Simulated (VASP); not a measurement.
# Zn (Fm-3m) in VASP: further runs, part 2 of 2

VASP 6.6.1.

## 3. Single point, PBE

This run uses another cell than the first one, of 15.52 Å³/atom, 1.024 times its volume.

File INCAR:

```
ALGO     = Normal         # electronic algorithm
EDIFF    = 1E-6           # SCF threshold, eV
ENCUT    = 520            # plane-wave cutoff, eV
GGA      = PE             # functional
ISIF     = 2              # what is computed and relaxed
ISMEAR   = -1             # smearing method
LASPH    = True           # aspherical terms in the spheres
LCHARG   = False          # write CHGCAR
LREAL    = False          # projectors in reciprocal space
LWAVE    = False          # write WAVECAR
NBANDS   = 12             # bands
NELM     = 100            # most SCF steps
PREC     = Accurate       # precision mode
SIGMA    = 0.05           # smearing width, eV
```

File KPOINTS:

```
k-points
0
Gamma
  18 18 18
```

File POSCAR:

```
Zn
1.0
    0.0000000000      1.9797748431      1.9797748431
    1.9797748431      0.0000000000      1.9797748431
    1.9797748431      1.9797748431      0.0000000000
Zn
1
Direct
    0.0000000000      0.0000000000      0.0000000000
```

Potentials or basis: VASP PAW PBE potentials, release 64 (Zn).

Started as:

```bash
$ cat potpaw_PBE.64/Zn/POTCAR > POTCAR
$ mpirun -np 1 vasp_std > vasp.out
```

OUTCAR:

```text
EDIFF = 1E-6
   ENCUT = 520
   GGA = PE
   ISIF = 2
   ISMEAR = -1
   LASPH = True
   LREAL = False
   NELM = 100
   PREC = Accurate

 ion  position               nearest neighbor table
   1  0.000  0.000  0.000-

  LATTYP: Found a face centered cubic cell.
 ALAT       =     3.9595496862

  Lattice vectors:

 A1 = (   0.0000000000,   1.9797748431,   1.9797748431)
 A2 = (   1.9797748431,   0.0000000000,   1.9797748431)
 A3 = (   1.9797748431,   1.9797748431,   0.0000000000)

Analysis of symmetry for initial positions (statically):
[... 531 lines left out ...]
      7      10.5978      0.00000
      8      16.6875      0.00000
      9      19.9971      0.00000
     10      21.4608      0.00000
     11      23.6063      0.00000
     12      24.1977      0.00000

 [... further k-points ...]
[... 5 lines left out ...]
  --------------------------------------------------------------------------------------
  -------------------------------------------------------------------------------------
  Total       -0.1133375     -0.1133375     -0.1133375     -0.0000000     -0.0000000      0.0000000
  in kB      -11.7005603    -11.7005603    -11.7005603     -0.0000000     -0.0000000      0.0000000
  external PRESSURE =     -11.7005603 kB  Pullay stress =       0.0000000 kB

 VOLUME and BASIS-vectors are now :
 -----------------------------------------------------------------------------
  energy-cutoff  :      520.00
  volume of cell :       15.52
      direct lattice vectors                 reciprocal lattice vectors
     0.000000000  1.979774843  1.979774843    -0.252553972  0.252553972  0.252553972
     1.979774843  0.000000000  1.979774843     0.252553972 -0.252553972  0.252553972
     1.979774843  1.979774843  0.000000000     0.252553972  0.252553972 -0.252553972

 POSITION                                       TOTAL-FORCE (eV/Angst)
 -----------------------------------------------------------------------------------
      0.00000      0.00000      0.00000         0.000000     -0.000000      0.000000
 -----------------------------------------------------------------------------------
    total drift:                                0.000000      0.000000     -0.000000

  FREE ENERGIE OF THE ION-ELECTRON SYSTEM (eV)
  ---------------------------------------------------
  free  energy   TOTEN  =        -1.0848183489 eV

  energy  without entropy=       -1.0823828471  energy(sigma->0) =       -1.08360060
```

stdout:

```text
POSCAR found type information on POSCAR Zn
 POSCAR found :  1 types and       1 ions
 scaLAPACK will be used
 LDA part: xc-table for (Slater+PW92), standard interpolation
 POSCAR, INCAR and KPOINTS ok, starting setup
 FFT: planning ... GRIDC
 FFT: planning ... GRID_SOFT
 FFT: planning ... GRID
 WAVECAR not read
 entering main loop
```

Wall time 9.3 s (1 thread of Intel Xeon 6975P-C (Granite Rapids), shared host); peak memory 0.16 GiB.

Results:

| Quantity | Value |
| --- | --- |
| Free energy | -1.0848 eV |
| Pressure | -1.2 GPa |
| Band gap on the k mesh | zero (band 6 reaches 4.56 eV, above the bottom of band 7 at 1.51 eV) |

## 4. Relaxation of cell and atoms, PBE

File INCAR:

```
SYSTEM = Zn
  PREC = Accurate
  ENCUT = 600
  EDIFF = 1E-6
  ISMEAR = -1
  SIGMA = 0.05
  LREAL = .FALSE.
  LASPH = .TRUE.
  NELM = 60
  ALGO = Normal
  ISIF = 3
  LWAVE = .FALSE.
  LCHARG = .FALSE.
  GGA = PE
  IBRION = 2
  NSW = 60
  EDIFFG = -0.005
```

File KPOINTS:

```
regular mesh
0
G
  18 18 18
  0 0 0
```

File POSCAR:

```
Zn
1.0
    0.0000000000      1.9641097993      1.9641097993
    1.9641097993      0.0000000000      1.9641097993
    1.9641097993      1.9641097993      0.0000000000
Zn
1
Direct
    0.0000000000      0.0000000000      0.0000000000
```

Started as:

```bash
$ cat potpaw_PBE.64/Zn/POTCAR > POTCAR
$ mpirun -np 1 vasp_std > vasp.out
```

Wall time 12 s (1 thread of Intel Xeon 6975P-C (Granite Rapids), shared host); peak memory 0.17 GiB.

Results (log left out):

| Quantity | Value |
| --- | --- |
| Free energy | -1.0857 eV |
| Relaxed volume | 15.22 Å³/atom |
| Relaxed cell | a = 2.782 Å, b = 2.782 Å, c = 2.782 Å, α = 60.00°, β = 60.00°, γ = 60.00° |
| Space group after relaxing (to 0.05 Å) | Fm-3m (No. 225) |
| Energy gained by relaxing | 0.0 meV/atom |
| Ionic steps | 2 |
| Pressure after relaxing | 0.0 GPa |
| Band gap on the k mesh | zero (band 6 reaches 4.70 eV, above the bottom of band 7 at 1.67 eV) |

Final structure:
```yaml
crystal:
  lattice:
    - [0.00000, 1.96700, 1.96700]
    - [1.96700, 0.00000, 1.96700]
    - [1.96700, 1.96700, 0.00000]
  atoms:
    - { symbol: Zn, position: [0.00000, 0.00000, 0.00000] }
```

Levels at points of the mesh, in eV from the Fermi level:
| k point | band 2 | band 3 | band 4 | band 5 | band 6 | band 7 | band 8 | band 9 | band 10 |
| --- | --- | --- | --- | --- | --- | --- | --- | --- | --- |
| (0.00, 0.00, 0.00) | -7.55 | -7.55 | -7.55 | -7.17 | -7.17 | 18.28 | 18.28 | 18.28 | 18.93 |
| (0.50, 0.00, 0.00) | -7.56 | -7.56 | -6.89 | -6.89 | -2.82 | -1.33 | 15.27 | 15.27 | 17.47 |
| (0.50, 0.50, 0.00) | -8.16 | -6.91 | -6.82 | -6.82 | -0.92 | 1.78 | 8.47 | 8.47 | 12.12 |

## 5. Relaxation of cell and atoms, PBE

File INCAR:

```
PREC = Accurate
ENCUT = 600
EDIFF = 1E-6
ISMEAR = -1
SIGMA = 0.05
LREAL = False
LASPH = True
NELM = 100
ALGO = Normal
ISIF = 3
LWAVE = False
LCHARG = False
GGA = PE
IBRION = 2
NSW = 45
EDIFFG = -0.005
```

File KPOINTS:

```
regular mesh
0
Gamma
  18 18 18
```

POSCAR is that of step 4.

Potentials or basis: VASP PAW PBE potentials, release 64 (Zn).

Started as:

```bash
$ cat potpaw_PBE.64/Zn/POTCAR > POTCAR
$ mpirun -np 1 vasp_std > vasp.out
```

OUTCAR:

```text
PREC = Accurate
   ENCUT = 600
   EDIFF = 1E-6
   ISMEAR = -1
   LREAL = False
   LASPH = True
   NELM = 100
   ISIF = 3
   GGA = PE
   IBRION = 2
   NSW = 45
   EDIFFG = -0.005

 ion  position               nearest neighbor table
   1  0.000  0.000  0.000-

  LATTYP: Found a face centered cubic cell.
 ALAT       =     3.9282195986

  Lattice vectors:

 A1 = (   0.0000000000,   1.9641097993,   1.9641097993)
[... 530 lines left out ...]
      2      -4.5293      2.00000
      3      -4.4567      2.00000
      4      -4.4296      2.00000
      5      -4.1834      2.00000
      6      -4.0288      2.00000
      7      10.8378      0.00000
      8      17.0106      0.00000
      9      20.3953      0.00000
     10      21.7812      0.00000

 [... further k-points ...]
[... 5 lines left out ...]
  --------------------------------------------------------------------------------------
  -------------------------------------------------------------------------------------
  Total       -0.0025606     -0.0025606     -0.0025606     -0.0000000     -0.0000000      0.0000000
  in kB       -0.2695320     -0.2695320     -0.2695320     -0.0000000     -0.0000000      0.0000000
  external PRESSURE =      -0.2695320 kB  Pullay stress =       0.0000000 kB

 VOLUME and BASIS-vectors are now :
 -----------------------------------------------------------------------------
  energy-cutoff  :      600.00
  volume of cell :       15.22
      direct lattice vectors                 reciprocal lattice vectors
    -0.000000000  1.967003550  1.967003550    -0.254193746  0.254193746  0.254193746
     1.967003550 -0.000000000  1.967003550     0.254193746 -0.254193746  0.254193746
     1.967003550  1.967003550  0.000000000     0.254193746  0.254193746 -0.254193746

 POSITION                                       TOTAL-FORCE (eV/Angst)
 -----------------------------------------------------------------------------------
      0.00000      0.00000      0.00000         0.000000     -0.000000      0.000000
 -----------------------------------------------------------------------------------
    total drift:                               -0.000000      0.000000     -0.000000

  FREE ENERGIE OF THE ION-ELECTRON SYSTEM (eV)
  ---------------------------------------------------
  free  energy   TOTEN  =        -1.0857239097 eV

  energy  without entropy=       -1.0832826327  energy(sigma->0) =       -1.08450327

 reached required accuracy - stopping structural energy minimisation
```

Run time: 12 s. Hardware: 1 thread of Intel Xeon 6975P-C (Granite Rapids), shared host; peak memory 0.17 GiB.

Results:

| Quantity | Value |
| --- | --- |
| Free energy | -1.0857 eV |
| Relaxed volume | 15.22 Å³/atom |
| Relaxed cell | a = 2.782 Å, b = 2.782 Å, c = 2.782 Å, α = 60.00°, β = 60.00°, γ = 60.00° |
| Space group after relaxing (to 0.05 Å) | Fm-3m (No. 225) |
| Energy gained by relaxing | 0.0 meV/atom |
| Ionic steps | 2 |
| Pressure after relaxing | 0.0 GPa |
| Band gap on the k mesh | zero (band 6 reaches 4.70 eV, above the bottom of band 7 at 1.67 eV) |

Final structure:
```yaml
crystal:
  lattice:
    - [0.00000, 1.96700, 1.96700]
    - [1.96700, 0.00000, 1.96700]
    - [1.96700, 1.96700, 0.00000]
  atoms:
    - { symbol: Zn, position: [0.00000, 0.00000, 0.00000] }
```

## 6. Overview

| task | cell | cutoff (eV) | gap on the mesh (eV) | pressure (GPa) |
| --- | --- | --- | --- | --- |
| single point | a = 2.778 Å, angles 60.0°, 1 atom | 520 | none | 0.4 |
| single point | a = 2.800 Å, angles 60.0°, 1 atom | 520 | none | -1.2 |
| relaxation of cell and atoms | relaxed from a = 2.778 Å, angles 60.0°, 1 atom | 600 | none | 0.0 |

Alike in all rows: level PBE; potentials or basis VASP PAW PBE potentials, release 64 (Zn); no spin polarisation; k mesh 18 × 18 × 18; smearing fermi-dirac 0.05 eV.

Absolute energies hang on the potentials; compare differences alone.
